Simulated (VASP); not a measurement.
# Ti (Fm-3m) in VASP: single point with PBE+D3(BJ)

Aim: the single point of Ti with PBE+D3(BJ).

Program: VASP 6.6.1. These are calculated values, not measurements. Logs are shortened: lines on timing, memory, paths and dates and some standing lists are left out, and cuts for length are marked.

## (1) The cell of the first run

The structure is cubic, space group Fm-3m (No. 225). Conventional cell: a = 4.060 Å, b = 4.060 Å, c = 4.060 Å, α = 90.00°, β = 90.00°, γ = 90.00°. Ti (site symmetry m-3m) has 12 Ti at 2.87 Å within 3.8 Å.

This isn't the form of Ti at room conditions, which is hcp.

## (2) Single point, PBE+D3(BJ), collinear spin, zero start

Input file INCAR:

```
SYSTEM = Ti
PREC     = Accurate       ! precision mode
ENCUT    = 500            ! plane-wave cutoff, eV
EDIFF    = 1E-6           ! SCF threshold, eV
ISMEAR   = -1             ! smearing method
SIGMA    = 0.05           ! smearing width, eV
LREAL    = .False.        ! projectors in reciprocal space
LASPH    = .True.         ! aspherical terms in the spheres
NELM     = 200            ! most SCF steps
ALGO     = Normal         ! electronic algorithm
ISIF     = 2              ! what is computed and relaxed
LWAVE    = .False.        ! write WAVECAR
LCHARG   = .False.        ! write CHGCAR
ISPIN    = 2              ! spin polarisation
MAGMOM   = 0              ! initial moments
LORBIT   = 11             ! projections on sites
LMAXMIX  = 4              ! l up to which the mixer works
GGA      = PE             ! functional
IVDW     = 12             ! dispersion correction
NBANDS   = 16             ! bands
GGA_COMPAT= .False.
```

Input file KPOINTS:

```
Automatic mesh
0
Gamma
  11 11 11
  0 0 0
```

Input file POSCAR:

```
Ti
1.0
    0.0000000000      2.0300000000      2.0300000000
    2.0300000000      0.0000000000      2.0300000000
    2.0300000000      2.0300000000      0.0000000000
Ti
1
Direct
    0.0000000000      0.0000000000      0.0000000000
```

Potentials or basis: VASP PAW PBE potentials, release 64 (Ti_sv).

Started as:

```
$ cat potpaw_PBE.64/Ti_sv/POTCAR > POTCAR
$ mpirun -np 1 vasp_std > vasp.out
```

OUTCAR:

```text
SYSTEM = Ti
   PREC = Accurate
   ENCUT = 500
   EDIFF = 1E-6
   ISMEAR = -1
   LREAL = .False.
   LASPH = .True.
   NELM = 200
   ISIF = 2
   ISPIN = 2
   LORBIT = 11
   GGA = PE
   IVDW = 12
 IVDW          = 12

 ion  position               nearest neighbor table
   1  0.000  0.000  0.000-

  LATTYP: Found a face centered cubic cell.
 ALAT       =     4.0600000000

  Lattice vectors:

 A1 = (   0.0000000000,   2.0300000000,   2.0300000000)
 A2 = (   2.0300000000,   0.0000000000,   2.0300000000)
 A3 = (   2.0300000000,   2.0300000000,   0.0000000000)

Analysis of symmetry for initial positions (statically):
=====================================================================
 Subroutine PRICEL returns:
 Original cell was already a primitive cell.

 Routine SETGRP: Setting up the symmetry group for a
 face centered cubic supercell.

 Subroutine GETGRP returns: Found 48 space group operations
 (whereof 48 operations were pure point group operations)
 out of a pool of 48 trial point group operations.

The static configuration has the point symmetry O_h .

Analysis of symmetry for dynamics (positions and initial velocities):
=====================================================================
 Subroutine PRICEL returns:
 Original cell was already a primitive cell.

 Routine SETGRP: Setting up the symmetry group for a
 face centered cubic supercell.

 Subroutine GETGRP returns: Found 48 space group operations
 (whereof 48 operations were pure point group operations)
 out of a pool of 48 trial point group operations.

The dynamic configuration has the point symmetry O_h .

Analysis of structural, dynamic, and magnetic symmetry:
=====================================================================
 Subroutine PRICEL returns:
 Original cell was already a primitive cell.

 Routine SETGRP: Setting up the symmetry group for a
 face centered cubic supercell.

 Subroutine GETGRP returns: Found 48 space group operations
 (whereof 48 operations were pure point group operations)
 out of a pool of 48 trial point group operations.

The overall configuration has the point symmetry O_h .

 Subroutine INISYM returns: Found 48 space group operations
 (whereof 48 operations are pure point group operations),
 and found     1 'primitive' translations

----------------------------------------------------------------------------------------

                                     Primitive cell

[... 103 lines left out ...]
   ISMEAR =    -1;   SIGMA  =   0.05  broadening in eV -4-tet -1-fermi 0-gaus
   EFERMI_NEDOS =   21; number of points for ismear=-14 and -15
   IALGO  =     38    algorithm
   IMIX   =      4    mixing-type and parameters
     AMIX     =   0.40;   BMIX     =  1.00
     AMIX_MAG =   1.60;   BMIX_MAG =  1.00
  volume/ion in A,a.u.               =      16.73       112.91
  Fermi-wavevector in a.u.,A,eV,Ry     =   1.465421  2.769245 29.217967  2.147460
  Thomas-Fermi vector in A             =   2.581280
   LORBIT       =     11    0 simple, 1 ext, 2 COOP (PROOUT), +10 PAW based schemes
   GGA     = PE    functional components
   LHFCALC =     F    Hartree Fock is set to
   AEXX    =    0.0000 exact exchange contribution
   IVDW    =    12    specifies the selected vdW correction
   LEPSILON=     F    determine dielectric tensor
   LRPA    =     F    only Hartree local field effects (RPA)
 spin polarized calculation
  energy-cutoff  :      500.00
  volume of cell :       16.73
 maximum number of plane-waves:       440
 NGX is ok and might be reduce to    24
   NGX = 11   NGY = 11   NGZ = 11

 number of electron      12.0000002 magnetization      -0.0000076

 number of electron      12.0000002 magnetization       0.0000090

 Free energy of the ion-electron system (eV)
  ---------------------------------------------------
  ext. energy  EPLUGINS =         0.00000000
  ---------------------------------------------------
  free energy    TOTEN  =        -7.78006475 eV

  energy without entropy =       -7.76885796  energy(sigma->0) =       -7.77446135

 E-fermi :   8.6247     XC(G=0): -11.6739

 val. band max:        8.5849159599   @ k =   0.1818   0.1818   0.0000
 cond. band min:       8.6458036963   @ k =   0.2727   0.0000   0.0000
 fundamental gap:      0.0608877364
 Fermi energy:         8.6246846423

 spin component 1

 k-point     1 :       0.0000    0.0000    0.0000
  band No.  band energies     occupation
      1     -48.0101      1.00000
      2     -23.8244      1.00000
      3     -23.8244      1.00000
      4     -23.8244      1.00000
      5       2.4389      1.00000
      6       9.5305      0.00000
[... 435 lines left out ...]
      5       4.9766      1.00000
      6       8.4246      0.98204
[... 8 lines left out ...]
     15      30.4669      0.00000
     16      33.8944      0.00000

 [... further k-points ...]

 spin component 2

 k-point     1 :       0.0000    0.0000    0.0000
  band No.  band energies     occupation
      1     -48.0101      1.00000
      2     -23.8244      1.00000
      3     -23.8244      1.00000
      4     -23.8244      1.00000
      5       2.4389      1.00000
      6       9.5305      0.00000
[... 435 lines left out ...]
      5       4.9766      1.00000
      6       8.4246      0.98204
[... 8 lines left out ...]
     15      30.4669      0.00000
     16      33.8944      0.00000

 [... further k-points ...]

------------------------ aborting loop because EDIFF is reached ----------------------------------------

 Edisp (eV)   -0.62562

 E8    (eV) :    -0.2971

  FORCE on cell =-STRESS in cart. coord.  units (eV):
  Direction    XX          YY          ZZ          XY          YZ          ZX
  --------------------------------------------------------------------------------------
  -------------------------------------------------------------------------------------
  Total      -0.25514    -0.25514    -0.25514     0.00000     0.00000    -0.00000
  in kB     -24.43285   -24.43285   -24.43285     0.00000     0.00000    -0.00000
  external pressure =      -24.43 kB  Pullay stress =        0.00 kB

 VOLUME and BASIS-vectors are now :
 -----------------------------------------------------------------------------
  energy-cutoff  :      500.00
  volume of cell :       16.73
      direct lattice vectors                 reciprocal lattice vectors
     0.000000000  2.030000000  2.030000000    -0.246305419  0.246305419  0.246305419
     2.030000000  0.000000000  2.030000000     0.246305419 -0.246305419  0.246305419
     2.030000000  2.030000000  0.000000000     0.246305419  0.246305419 -0.246305419

 POSITION                                       TOTAL-FORCE (eV/Angst)
 -----------------------------------------------------------------------------------
      0.00000      0.00000      0.00000         0.000000      0.000000     -0.000000
 -----------------------------------------------------------------------------------
    total drift:                                0.000000      0.000000     -0.000000

  FREE ENERGIE OF THE ION-ELECTRON SYSTEM (eV)
  ---------------------------------------------------
  free  energy   TOTEN  =        -8.4056896357 eV

  energy  without entropy=       -8.3944828458  energy(sigma->0) =       -8.40008624

 total charge

# of ion       s       p       d       tot
------------------------------------------
    1        2.255   6.123   1.925  10.303

 magnetization (x)

# of ion       s       p       d       tot
------------------------------------------
    1       -0.000  -0.000   0.000   0.000
```

stdout:

```text
POSCAR found type information on POSCAR Ti
 POSCAR found :  1 types and       1 ions
 scaLAPACK will be used
 LDA part: xc-table for (Slater+PW92), standard interpolation
 POSCAR, INCAR and KPOINTS ok, starting setup
 FFT: planning ... GRIDC
 FFT: planning ... GRID_SOFT
 FFT: planning ... GRID
 WAVECAR not read
 entering main loop
```

It took 23 s on 1 thread of Intel Xeon Platinum 8259CL at 2.50GHz (Skylake/Cascade Lake), shared host; peak memory 0.16 GiB.

Results:

- Free energy: -8.4057 eV
- Pressure: -2.4 GPa
- Band gap on the k mesh: zero (filled and empty bands overlap)
- Net moment: 0.00 μB per cell
- Valence electrons inside the program's atomic spheres: Ti 10.30
- Dispersion energy per atom: -0.626 eV

Caveat: three body term missing.

The gap in the log of VASP goes by the Fermi energy; the results here count the filled bands.